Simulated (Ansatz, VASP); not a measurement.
One calculation of RbMgNbO3, two programs

File INCAR:

```
  ALGO = Normal
  EDIFF = 1E-6
  ENCUT = 520
  GGA = PE
  ISIF = 2
  ISMEAR = -1
  LASPH = True
  LCHARG = False
  LREAL = False
  LWAVE = False
  NBANDS = 30
  NELM = 60
  PREC = Accurate
  SIGMA = 0.05
```

KPOINTS

```
k-points
0
Gamma
  6 6 6
```

Contents of POSCAR:

```
RbMgNbO3
1.0
    4.1075982116     -3.2211924148      0.0000000000
    4.1075982116      3.2211924148      0.0000000000
   -1.5785830165      0.0000000000      4.9759404912
Nb Rb Mg O
1 1 1 3
Direct
    0.0926169700      0.0926169700      0.9048465200
    0.4954889400      0.4954889400      0.4999296000
    0.8301258600      0.8301258600      0.1669181900
    0.4389676600      0.9377299000      0.0602667600
    0.9377299000      0.4389676600      0.0602667600
    0.9384036800      0.9384036800      0.5577721600
```

input.yaml

```yaml
crystal:
  lattice:
    - [4.1075982116, -3.2211924148, 0.0]
    - [4.1075982116, 3.2211924148, 0.0]
    - [-1.5785830165, 0.0, 4.9759404912]
  atoms:
    - { symbol: Nb, position: [0.09261697, 0.09261697, 0.90484652] }
    - { symbol: Rb, position: [0.49548894, 0.49548894, 0.4999296] }
    - { symbol: Mg, position: [0.83012586, 0.83012586, 0.16691819] }
    - { symbol: O, position: [0.43896766, 0.9377299, 0.06026676] }
    - { symbol: O, position: [0.9377299, 0.43896766, 0.06026676] }
    - { symbol: O, position: [0.93840368, 0.93840368, 0.55777216] }
hamiltonian:
  xc: pbe
  pseudopotentials: { kind: paw }
kpoints:
  mp_grid: { grid: [6, 6, 6] }
scf:
  occupations: { method: fermi_dirac, width: 0.05 }
output:
  forces: true
  stress: true
  eigenvalues: true
  write_density: true
  write_potential: true
  elf: true
  volumetric_format: npy
```

Alike in both runs: task single point; functional PBE; k mesh 6 × 6 × 6; occupations fermi-dirac, width 0.05 eV; no spin polarisation.

|  | VASP | Ansatz |
| --- | --- | --- |
| version | VASP 6.6.1 | Ansatz 0.2.0 |
| potentials or method | VASP PAW PBE potentials, release 64 (Nb_sv, Rb_sv, Mg, O) | Ansatz PAW |
| plane-wave cutoff (eV) | 520 | 420 |
| valence electrons in the cell | 42 | 50 |

```tsv
	VASP	Ansatz	Ansatz less VASP
gap on the k mesh at the Fermi level (eV)	1.92	1.91	-0.010
least direct gap on the mesh (eV)	1.96	1.95	-0.010
pressure (GPa)	-0.8	-0.7	+0.13
traceless stress, the component that is largest in VASP (GPa)	1.83	1.84	+0.006
rms of the force components (eV/Å)	0.251	0.255	+0.0041
```

Atom by atom the forces differ by 0.006 eV/Å (rms over components). VASP's potentials hold 42 valence electrons a cell and Ansatz's 50, so a difference there can come from the potentials and not from the codes.
